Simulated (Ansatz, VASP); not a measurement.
## One calculation of SnSe2, two programs

Contents of INCAR:

```
PREC = Accurate ; ENCUT = 500
EDIFF = 1E-6 ; ISMEAR = 0
SIGMA = 0.03 ; LREAL = False
LASPH = True ; NELM = 120
ALGO = Normal ; ISIF = 2
LWAVE = False ; LCHARG = True
GGA = PE ; IVDW = 12
LELF = True ; LVHAR = True
NBANDS = 20 ; GGA_COMPAT = False
```

KPOINTS

```
Automatic mesh
0
Gamma
  12 12 6
```

The input POSCAR:

```
SnSe2
1.0
    3.6210871371      0.0000000000      0.0000000000
   -1.8105435686      3.1359534500      0.0000000000
    0.0000000000      0.0000000000      6.3980988625
Sn Se
1 2
Direct
    0.0000000000      0.0000000000      0.0000000000
    0.3333333333      0.6666666667      0.2651331237
    0.6666666667      0.3333333333      0.7348668763
```

Input for Ansatz:

```yaml
crystal:
  lattice:
    - [3.6210871371, 0.0, 0.0]
    - [-1.8105435686, 3.13595345, 0.0]
    - [0.0, 0.0, 6.3980988625]
  atoms:
    - { symbol: Sn, position: [0.0, 0.0, 0.0] }
    - { symbol: Se, position: [0.3333333333, 0.6666666667, 0.2651331237] }
    - { symbol: Se, position: [0.6666666667, 0.3333333333, 0.7348668763] }
basis:
  ecutwfc: 420
kpoints:
  mp_grid: { grid: [12, 12, 6] }
hamiltonian:
  xc: pbe
  dispersion: d3bj
scf:
  occupations: { method: gaussian, width: 0.03 }
output:
  forces: true
  stress: true
  eigenvalues: true
  write_density: true
  write_potential: true
  elf: true
  volumetric_format: npy
```

Alike in both runs: task single point; functional PBE; dispersion D3(BJ); k mesh 12 × 12 × 6; occupations gaussian, width 0.03 eV; no spin polarisation.

```csv
,VASP,Ansatz
version,VASP 6.6.1,Ansatz 0.2.0
potentials or method,"VASP PAW PBE potentials, release 64 (Sn_d, Se), cutoff 500 eV","scalar-relativistic, plane waves, PAW"
valence electrons in the cell,26,46
```

```csv
,VASP,Ansatz,Ansatz less VASP
gap on the k mesh at the Fermi level (eV),none,none,-
pressure (GPa),4.2,4.1,-0.10
"traceless stress, the component that is largest in VASP (GPa)",-6.66,-6.69,-0.034
rms of the force components (eV/Å),0.134,0.142,+0.0085
```

Atom by atom the forces differ by 0.009 eV/Å (rms over components). A gap of «none» marks a metal or a gap that the smearing closes. VASP's potentials hold 26 valence electrons a cell and Ansatz's 46, so a difference there can come from the potentials and not from the codes.
